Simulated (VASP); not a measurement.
# RbH2 (P4_2/mnm) in VASP: a series of runs, part 2 of 2

VASP 6.6.1. The steps go on from the part before.

## (3) Single point, PBE

This run uses another cell than the first one, of 41.61 Å³/atom, 2.491 times its volume.

File INCAR:

```
SYSTEM = RbH2
PREC     = Accurate       ! precision mode
ENCUT    = 520            ! plane-wave cutoff, eV
EDIFF    = 1E-7           ! SCF threshold, eV
ISMEAR   = 0              ! smearing method
SIGMA    = 0.1            ! smearing width, eV
LREAL    = .False.        ! projectors in reciprocal space
LASPH    = .True.         ! aspherical terms in the spheres
NELM     = 80             ! most SCF steps
ALGO     = Normal         ! electronic algorithm
ISIF     = 2              ! what is computed and relaxed
LWAVE    = .False.        ! write WAVECAR
LCHARG   = .True.         ! write CHGCAR
GGA      = PE             ! functional
LELF     = .True.         ! ELF
LVHAR    = .True.       
NBANDS   = 20             ! bands
```

File KPOINTS:

```
Automatic mesh
0
Gamma
  6 6 6
  0 0 0
```

File POSCAR:

```
RbH2
1.0
    5.9209296849      0.0000000000      0.0000000000
    0.0000000000      5.9209296849      0.0000000000
    0.0000000000      0.0000000000      7.1211267843
Rb H
2 4
Direct
    0.0000000000      0.0000000000      0.0000000000
    0.5000000000      0.5000000000      0.5000000000
    0.4548040080      0.5451959920      0.0000000000
    0.5451959920      0.4548040080      0.0000000000
    0.9548040080      0.9548040080      0.5000000000
    0.0451959920      0.0451959920      0.5000000000
```

Potentials or basis: VASP PAW PBE potentials, release 64 (Rb_sv, H).

On the command line:

```console
$ cat potpaw_PBE.64/Rb_sv/POTCAR potpaw_PBE.64/H/POTCAR > POTCAR
$ mpirun -np 1 vasp_std > vasp.out
```

OUTCAR:

```text
SYSTEM = RbH2
   PREC = Accurate
   ENCUT = 520
   EDIFF = 1E-7
   ISMEAR = 0
   LREAL = .False.
   LASPH = .True.
   NELM = 80
   ISIF = 2
   GGA = PE

 ion  position               nearest neighbor table
   1  0.000  0.000  0.000-   2 5.50   2 5.50   2 5.50   2 5.50   2 5.50   2 5.50   2 5.50   2 5.50

   2  0.500  0.500  0.500-   1 5.50   1 5.50   1 5.50   1 5.50   1 5.50   1 5.50   1 5.50   1 5.50

   3  0.455  0.545  0.000-   4 0.76
   4  0.545  0.455  0.000-   3 0.76
   5  0.955  0.955  0.500-   6 0.76
[... 763 lines left out ...]
  -------------------------------------------------------------------------------------
  Total       -0.0700938     -0.0700938     -0.0425144      0.0000000      0.0000000      0.0000000
  in kB       -0.4498435     -0.4498435     -0.2728466      0.0000000      0.0000000      0.0000000
  external PRESSURE =      -0.3908446 kB  Pullay stress =       0.0000000 kB

 VOLUME and BASIS-vectors are now :
 -----------------------------------------------------------------------------
  energy-cutoff  :      520.00
  volume of cell :      249.65
      direct lattice vectors                 reciprocal lattice vectors
     5.920929685  0.000000000  0.000000000     0.168892396  0.000000000  0.000000000
     0.000000000  5.920929685  0.000000000     0.000000000  0.168892396  0.000000000
     0.000000000  0.000000000  7.121126784     0.000000000  0.000000000  0.140427215

 POSITION                                       TOTAL-FORCE (eV/Angst)
 -----------------------------------------------------------------------------------
      0.00000      0.00000      0.00000         0.000000      0.000000      0.000000
      2.96046      2.96046      3.56056         0.000000      0.000000      0.000000
      2.69286      3.22807      0.00000        -0.001964      0.001964      0.000000
      3.22807      2.69286      0.00000         0.001964     -0.001964     -0.000000
      5.65333      5.65333      3.56056        -0.001964     -0.001964     -0.000000
      0.26760      0.26760      3.56056         0.001964      0.001964      0.000000
 -----------------------------------------------------------------------------------
    total drift:                                0.000000     -0.000000     -0.000000

  FREE ENERGIE OF THE ION-ELECTRON SYSTEM (eV)
  ---------------------------------------------------
  free  energy   TOTEN  =       -14.7866281864 eV

  energy  without entropy=      -14.7658887211  energy(sigma->0) =      -14.77625845
```

OSZICAR:

```text
N       E                     dE             d eps       ncg     rms          rms(c)
DAV:   1     0.121776432494E+03    0.12178E+03   -0.79217E+03  1600   0.833E+02
DAV:   2    -0.158153005716E+01   -0.12336E+03   -0.12138E+03  1832   0.165E+02
DAV:   3    -0.152342476947E+02   -0.13653E+02   -0.13587E+02  2304   0.550E+01
DAV:   4    -0.160942833587E+02   -0.86004E+00   -0.85717E+00  2672   0.104E+01
DAV:   5    -0.161034730194E+02   -0.91897E-02   -0.91839E-02  2132   0.112E+00    0.628E+00
DAV:   6    -0.151981322671E+02    0.90534E+00   -0.62456E-01  2092   0.202E+00    0.340E+00
DAV:   7    -0.147803709622E+02    0.41776E+00   -0.11785E+00  2016   0.272E+00    0.418E-01
DAV:   8    -0.147883354446E+02   -0.79645E-02   -0.36339E-02  1952   0.640E-01    0.216E-01
DAV:   9    -0.147865908581E+02    0.17446E-02   -0.56510E-03  2112   0.209E-01    0.418E-02
DAV:  10    -0.147866113232E+02   -0.20465E-04   -0.25163E-04  2072   0.522E-02    0.158E-02
DAV:  11    -0.147866277572E+02   -0.16434E-04   -0.30642E-05  1932   0.214E-02    0.254E-03
DAV:  12    -0.147866280565E+02   -0.29932E-06   -0.14143E-06  1888   0.344E-03    0.115E-03
DAV:  13    -0.147866281806E+02   -0.12403E-06   -0.27017E-07  1624   0.195E-03    0.464E-04
DAV:  14    -0.147866281864E+02   -0.58301E-08   -0.15227E-08  1092   0.573E-04
   1 F= -.14786628E+02 E0= -.14776258E+02  d E =-.207395E-01
```

stdout:

```text
POSCAR found type information on POSCAR RbH
 POSCAR found :  2 types and       6 ions
 scaLAPACK will be used
 LDA part: xc-table for (Slater+PW92), standard interpolation
 POSCAR, INCAR and KPOINTS ok, starting setup
 FFT: planning ... GRIDC
 FFT: planning ... GRID_SOFT
 FFT: planning ... GRID
 WAVECAR not read
 entering main loop
```

Wall time 94 s (1 thread of AMD EPYC 9R45 (Zen 5), shared host); peak memory 0.39 GiB.

What came out:

| Item | Value |
| --- | --- |
| Free energy | -14.7866 eV |
| Pressure | 0.0 GPa |
| Band gap on the k mesh | zero (band 11 reaches 0.33 eV, above the bottom of band 12 at -0.49 eV) |

Forces in eV/Å, atoms in the order of the input:
```
Rb   0.000  0.000  0.000
Rb   0.000  0.000  0.000
H   -0.002  0.002  0.000
H    0.002 -0.002  0.000
H   -0.002 -0.002  0.000
H    0.002  0.002  0.000
```

Levels at points of the mesh, in eV from the Fermi level:
| k point | band 9 | band 10 | band 11 | band 12 | band 13 | band 14 |
| --- | --- | --- | --- | --- | --- | --- |
| (0.00, 0.00, 0.00) | -8.26 | -8.19 | -0.65 | 1.34 | 1.50 | 2.06 |
| (0.50, 0.00, 0.00) | -8.21 | -8.21 | -0.12 | -0.12 | 1.84 | 1.84 |
| (0.50, 0.50, 0.00) | -8.20 | -8.20 | 0.34 | 0.34 | 1.70 | 1.70 |
| (0.00, 0.00, 0.50) | -8.20 | -8.20 | -0.15 | -0.15 | 2.00 | 2.00 |
| (0.50, 0.00, 0.50) | -8.18 | -8.18 | -0.20 | -0.20 | 1.57 | 1.57 |
| (0.50, 0.50, 0.50) | -8.18 | -8.18 | 0.62 | 0.62 | 0.99 | 0.99 |

## (4) Relaxation of cell and atoms, PBE

This run uses another cell than the first one, of 40.87 Å³/atom, 2.446 times its volume.

File INCAR:

```
PREC     = Accurate       # precision mode
ENCUT    = 600            # plane-wave cutoff, eV
EDIFF    = 1E-6           # SCF threshold, eV
ISMEAR   = 0              # smearing method
SIGMA    = 0.1            # smearing width, eV
LREAL    = False          # projectors in reciprocal space
LASPH    = True           # aspherical terms in the spheres
NELM     = 60             # most SCF steps
ALGO     = Normal         # electronic algorithm
ISIF     = 3              # what is computed and relaxed
LWAVE    = False          # write WAVECAR
LCHARG   = False          # write CHGCAR
GGA      = PE             # functional
IBRION   = 2              # ionic algorithm
NSW      = 100            # ionic steps
EDIFFG   = -0.01          # ionic threshold
```

File KPOINTS:

```
regular mesh
0
Gamma
  6 6 6
```

File POSCAR:

```
RbH2
1.0
    5.9418023238      0.0000000000      0.0000000000
    0.0000000000      5.9418023238      0.0000000000
    0.0000000000      0.0000000000      6.9457289203
Rb H
2 4
Direct
    0.0000000000      0.0000000000      0.0000000000
    0.5000000000      0.5000000000      0.5000000000
    0.4549438244      0.5450561756      0.0000000000
    0.5450561756      0.4549438244      0.0000000000
    0.9549438244      0.9549438244      0.5000000000
    0.0450561756      0.0450561756      0.5000000000
```

On the command line:

```console
$ cat potpaw_PBE.64/Rb_sv/POTCAR potpaw_PBE.64/H/POTCAR > POTCAR
$ mpirun -np 1 vasp_std > vasp.out
```

Wall time 12 min (1 thread of AMD EPYC 9R45 (Zen 5), shared host); peak memory 0.44 GiB.

It converged, with:

```yaml
Free_energy: -14.7898 eV
Relaxed_volume: 41.62 Å³/atom
Relaxed_cell: a = 5.916 Å, b = 5.916 Å, c = 7.135 Å, α = 90.00°, β = 90.00°, γ = 90.00°
Space_group_after_relaxing_to_0.05_Å: P4_2/mnm (No. 136)
Energy_gained_by_relaxing: 0.2 meV/atom
Ionic_steps: 14
Pressure_after_relaxing: 0.0 GPa
Largest_force_after_relaxing: 0.006 eV/Å
Band_gap_on_the_k_mesh: zero (band 11 reaches 0.34 eV, above the bottom of band 12 at -0.49 eV)
```

Forces in eV/Å, atoms in the order of the input:
```
Rb   0.000  0.000  0.000
Rb   0.000  0.000  0.000
H   -0.004  0.004  0.000
H    0.004 -0.004  0.000
H   -0.004 -0.004  0.000
H    0.004  0.004  0.000
```

Step by step:
| step | energy change (eV) | largest force (eV/Å) | pressure (GPa) | volume (Å³) |
| --- | --- | --- | --- | --- |
| 1 | 0.0000 | 0.0015 | 0.01 | 245.22 |
| 2 | 0.0000 | 0.0015 | 0.00 | 245.32 |
| 3 | -0.0002 | 0.0096 | 0.01 | 245.63 |
| 4 | -0.0004 | 0.0259 | 0.00 | 246.25 |
| 5 | -0.0006 | 0.0580 | -0.02 | 247.47 |
| 6 | -0.0005 | 0.1211 | -0.05 | 249.90 |
| 7 | -0.0007 | 0.0811 | -0.03 | 248.36 |
| 8 | -0.0007 | 0.0798 | -0.03 | 248.38 |
| 9 | -0.0007 | 0.0759 | -0.04 | 248.44 |
| 10 | -0.0007 | 0.0681 | -0.04 | 248.57 |
| 11 | -0.0008 | 0.0525 | -0.02 | 248.82 |
| 12 | -0.0009 | 0.0210 | -0.01 | 249.32 |
| 13 | -0.0009 | 0.0427 | 0.00 | 250.31 |
| 14 | -0.0010 | 0.0062 | -0.01 | 249.75 |

Final structure:
```
Rb H
1.0
     5.91647    0.00000    0.00000
     0.00000    5.91647    0.00000
     0.00000    0.00000    7.13467
Rb H
2 4
Direct
  0.00000 0.00000 0.00000
  0.50000 0.50000 0.50000
  0.45479 0.54521 0.00000
  0.54521 0.45479 0.00000
  0.95479 0.95479 0.50000
  0.04521 0.04521 0.50000
```

Levels at points of the mesh, in eV from the Fermi level:
| k point | band 9 | band 10 | band 11 | band 12 | band 13 | band 14 |
| --- | --- | --- | --- | --- | --- | --- |
| (0.00, 0.00, 0.00) | -8.26 | -8.19 | -0.65 | 1.33 | 1.50 | 2.06 |
| (0.50, 0.00, 0.00) | -8.20 | -8.20 | -0.12 | -0.12 | 1.83 | 1.83 |
| (0.50, 0.50, 0.00) | -8.20 | -8.20 | 0.35 | 0.35 | 1.70 | 1.70 |
| (0.00, 0.00, 0.50) | -8.20 | -8.20 | -0.15 | -0.15 | 2.00 | 2.00 |
| (0.50, 0.00, 0.50) | -8.18 | -8.18 | -0.20 | -0.20 | 1.57 | 1.57 |
| (0.50, 0.50, 0.50) | -8.18 | -8.18 | 0.63 | 0.63 | 0.99 | 0.99 |

## (5) Overview

```csv
task,cell,k mesh,cutoff (eV),gap on the mesh (eV),pressure (GPa),relaxed volume (Å³/atom),largest force (eV/Å)
relaxation of cell and atoms,"relaxed from a = 4.584, b = 4.584, c = 4.770 Å, 6 atoms",4 × 4 × 4,600,none,-0.1,37.02,0.02
single point,"a = 5.921, b = 5.921, c = 7.121 Å, 6 atoms",6 × 6 × 6,520,none,0.0,-,-
relaxation of cell and atoms,"relaxed from a = 5.942, b = 5.942, c = 6.946 Å, 6 atoms",6 × 6 × 6,600,none,0.0,41.62,0.01
```

Alike in all rows: level PBE; potentials or basis VASP PAW PBE potentials, release 64 (Rb_sv, H); no spin polarisation; smearing gaussian 0.1 eV.

Caveats: the volume moved by over 15 % at a fixed basis, so the end points are rough (some runs).

Absolute energies hang on the potentials; compare differences alone.
